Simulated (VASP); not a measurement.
# Mo (Im-3m) in VASP: a series of runs, part 2 of 2

VASP 6.6.1.

## Step 3: Electric field gradients, PBE (volume scaled by 0.96)

Input file INCAR:

```
SYSTEM = Mo
PREC     = Accurate       ! precision mode
ENCUT    = 520            ! plane-wave cutoff, eV
EDIFF    = 1E-8           ! SCF threshold, eV
ISMEAR   = -1             ! smearing method
SIGMA    = 0.05           ! smearing width, eV
LREAL    = .False.        ! projectors in reciprocal space
LASPH    = .True.         ! aspherical terms in the spheres
NELM     = 80             ! most SCF steps
ALGO     = Normal         ! electronic algorithm
ISIF     = 2              ! what is computed and relaxed
LWAVE    = .False.        ! write WAVECAR
LCHARG   = .False.        ! write CHGCAR
GGA      = PE             ! functional
LEFG     = .True.       
NBANDS   = 13             ! bands
```

Input file KPOINTS:

```
regular mesh
0
Gamma
  16 16 16
  0 0 0
```

Input file POSCAR:

```
Mo
1.0
   -1.5497676675      1.5497676675      1.5497676675
    1.5497676675     -1.5497676675      1.5497676675
    1.5497676675      1.5497676675     -1.5497676675
Mo
1
Direct
    0.0000000000      0.0000000000      0.0000000000
```

Potentials or basis: VASP PAW PBE potentials, release 64 (Mo_sv).

Run with:

```bash
> cat potpaw_PBE.64/Mo_sv/POTCAR > POTCAR
> mpirun -np 1 vasp_std > vasp.out
```

OUTCAR:

```text
SYSTEM = Mo
   PREC = Accurate
   ENCUT = 520
   EDIFF = 1E-8
   ISMEAR = -1
   LREAL = .False.
   LASPH = .True.
   NELM = 80
   ISIF = 2
   GGA = PE

 ion  position               nearest neighbor table
   1  0.000  0.000  0.000-

  LATTYP: Found a body centered cubic cell.
 ALAT       =     3.0995353350

  Lattice vectors:

 A1 = (  -1.5497676675,   1.5497676675,   1.5497676675)
 A2 = (   1.5497676675,  -1.5497676675,   1.5497676675)
 A3 = (   1.5497676675,   1.5497676675,  -1.5497676675)

Analysis of symmetry for initial positions (statically):
=====================================================================
 Subroutine PRICEL returns:
 Original cell was already a primitive cell.

 Routine SETGRP: Setting up the symmetry group for a
 body centered cubic supercell.

 Subroutine GETGRP returns: Found 48 space group operations
 (whereof 48 operations were pure point group operations)
 out of a pool of 48 trial point group operations.

The static configuration has the point symmetry O_h .

Analysis of symmetry for dynamics (positions and initial velocities):
=====================================================================
 Subroutine PRICEL returns:
 Original cell was already a primitive cell.

 Routine SETGRP: Setting up the symmetry group for a
 body centered cubic supercell.

 Subroutine GETGRP returns: Found 48 space group operations
 (whereof 48 operations were pure point group operations)
 out of a pool of 48 trial point group operations.

The dynamic configuration has the point symmetry O_h .

 Subroutine INISYM returns: Found 48 space group operations
 (whereof 48 operations are pure point group operations),
 and found     1 'primitive' translations

----------------------------------------------------------------------------------------

                                     Primitive cell

  volume of cell :      14.8888

  direct lattice vectors                    reciprocal lattice vectors
    -1.549767668  1.549767668  1.549767668     0.000000000  0.322629005  0.322629005
     1.549767668 -1.549767668  1.549767668     0.322629005  0.000000000  0.322629005
     1.549767668  1.549767668 -1.549767668     0.322629005  0.322629005  0.000000000

  length of vectors
     2.684276340  2.684276340  2.684276340     0.456266314  0.456266314  0.456266314

  position of ions in fractional coordinates (direct lattice)
     0.000000000  0.000000000  0.000000000

  ion indices of the primitive-cell ions
   primitive index   ion index
                 1           1

----------------------------------------------------------------------------------------

 KPOINTS: regular mesh

Automatic generation of k-mesh.
 Grid dimensions read from file:
 generate k-points for:   16   16   16

 Generating k-lattice:

[... 66 lines left out ...]
   NFREE  =      0    steps in history (QN), initial steepest desc. (CG)
   ISIF   =      2    stress and relaxation
   ISYM   =      2    0-nonsym 1-usesym 2-fastsym
   POTIM  = 0.5000    time-step for ionic-motion
   TEBEG  =    0.0;   TEEND  =   0.0 temperature during run
   PSTRESS=    0.0 pullay stress
   NELECT =      14.0000    total number of electrons
   NUPDOWN=      -1.0000    fix difference up-down
   EMIN   =  10.00;   EMAX   =-10.00  energy-range for DOS
   EFERMI =   0.00;   METHOD = LEGACY
   ISMEAR =    -1;   SIGMA  =   0.05  broadening in eV -4-tet -1-fermi 0-gaus
   EFERMI_NEDOS =   21; number of points for ismear=-14 and -15
   IALGO  =     38    algorithm
   IMIX   =      4    mixing-type and parameters
     AMIX     =   0.40;   BMIX     =  1.00
     AMIX_MAG =   1.60;   BMIX_MAG =  1.00
  volume/ion in A,a.u.               =      14.89       100.47
  Fermi-wavevector in a.u.,A,eV,Ry     =   1.603852  3.030841 34.998821  2.572341
  Thomas-Fermi vector in A             =   2.700449
   LORBIT       =      0    0 simple, 1 ext, 2 COOP (PROOUT), +10 PAW based schemes
   GGA     = PE    functional components
   LHFCALC =     F    Hartree Fock is set to
   AEXX    =    0.0000 exact exchange contribution
   IVDW    =     0    specifies the selected vdW correction
   LEPSILON=     F    determine dielectric tensor
   LRPA    =     F    only Hartree local field effects (RPA)
 non-spin polarized calculation
  energy-cutoff  :      520.00
  volume of cell :       14.89
 maximum number of plane-waves:       420
   NGX =  9   NGY =  9   NGZ =  9

 number of electron      13.9999997 magnetization

 Free energy of the ion-electron system (eV)
  ---------------------------------------------------
  ext. energy  EPLUGINS =         0.00000000
  ---------------------------------------------------
  free energy    TOTEN  =       -10.89337352 eV

  energy without entropy =      -10.88949123  energy(sigma->0) =      -10.89143238

 E-fermi :  13.4116     XC(G=0): -13.6661

 val. band max:       13.3751356032   @ k =  -0.1875   0.1875   0.0625
 cond. band min:      13.4244594368   @ k =  -0.1250   0.1250   0.1250
 fundamental gap:      0.0493238337
 Fermi energy:        13.4115987445

 k-point     1 :       0.0000    0.0000    0.0000
  band No.  band energies     occupation
      1     -47.8912      2.00000
      2     -21.0360      2.00000
      3     -21.0360      2.00000
      4     -21.0360      2.00000
      5       6.0048      2.00000
      6      11.9368      2.00000
      7      11.9368      2.00000
      8      11.9368      2.00000
      9      15.1470      0.00000
     10      15.1470      0.00000
     11      28.2937      0.00000
     12      28.2937      0.00000
     13      28.2937      0.00000
[... 354 lines left out ...]
  band No.  band energies     occupation
      1     -47.6072      2.00000
      2     -22.3163      2.00000
      3     -21.5664      2.00000
      4     -21.1784      2.00000
      5       9.0269      2.00000
      6      10.2881      2.00000
      7      11.5531      2.00000
      8      14.5404      0.00000
      9      15.9917      0.00000
     10      18.3543      0.00000
     11      27.0992      0.00000
     12      28.6438      0.00000
     13      31.6759      0.00000

 [... further k-points ...]
[... 5 lines left out ...]
  --------------------------------------------------------------------------------------
  -------------------------------------------------------------------------------------
  Total        1.6453807      1.6453807      1.6453807      0.0000000      0.0000000      0.0000000
  in kB      177.0586731    177.0586731    177.0586731      0.0000000      0.0000000      0.0000000
  external PRESSURE =     177.0586731 kB  Pullay stress =       0.0000000 kB

 VOLUME and BASIS-vectors are now :
 -----------------------------------------------------------------------------
  energy-cutoff  :      520.00
  volume of cell :       14.89
      direct lattice vectors                 reciprocal lattice vectors
    -1.549767668  1.549767668  1.549767668     0.000000000  0.322629005  0.322629005
     1.549767668 -1.549767668  1.549767668     0.322629005  0.000000000  0.322629005
     1.549767668  1.549767668 -1.549767668     0.322629005  0.322629005  0.000000000

 POSITION                                       TOTAL-FORCE (eV/Angst)
 -----------------------------------------------------------------------------------
      0.00000      0.00000      0.00000         0.000000     -0.000000      0.000000
 -----------------------------------------------------------------------------------
    total drift:                                0.000000     -0.000000      0.000000

  FREE ENERGIE OF THE ION-ELECTRON SYSTEM (eV)
  ---------------------------------------------------
  free  energy   TOTEN  =       -10.8933735250 eV

  energy  without entropy=      -10.8894912345  energy(sigma->0) =      -10.89143238

 Electric field gradients (V/A^2)
---------------------------------------------------------------------
 ion       V_xx      V_yy      V_zz      V_xy      V_xz      V_yz
---------------------------------------------------------------------
   1      -0.000    -0.000    -0.000    -0.001    -0.001    -0.001
---------------------------------------------------------------------

 Electric field gradients after diagonalization (V/A^2)
 (convention: |V_zz| > |V_xx| > |V_yy|)
----------------------------------------------------------------------
 ion       V_xx      V_yy      V_zz     asymmetry (V_yy - V_xx)/ V_zz
----------------------------------------------------------------------
   1       0.001     0.001    -0.002       0.000
----------------------------------------------------------------------

           NMR quadrupolar parameters

 Cq : quadrupolar parameter    Cq=e*Q*V_zz/h
 eta: asymmetry parameters     (V_yy - V_xx)/ V_zz
 Q  : nuclear electric quadrupole moment in mb (millibarn)
----------------------------------------------------------------------
 ion       Cq(MHz)       eta       Q (mb)
----------------------------------------------------------------------
   1      -0.000       0.000       1.000
----------------------------------------------------------------------
```

Run time: 15 s. Hardware: 1 thread of Intel Xeon 6975P-C, shared host; peak memory 0.14 GiB.

What came out:

```yaml
Free_energy: -10.8934 eV
Pressure: 17.7 GPa
Band_gap_on_the_k_mesh: zero (band 7 reaches 17.67 eV, above the bottom of band 8 at 11.94 eV)
```

Caveat: without QUAD_EFG the Cq values of the log hold for a quadrupole moment of 1 mb, not for the nuclei.
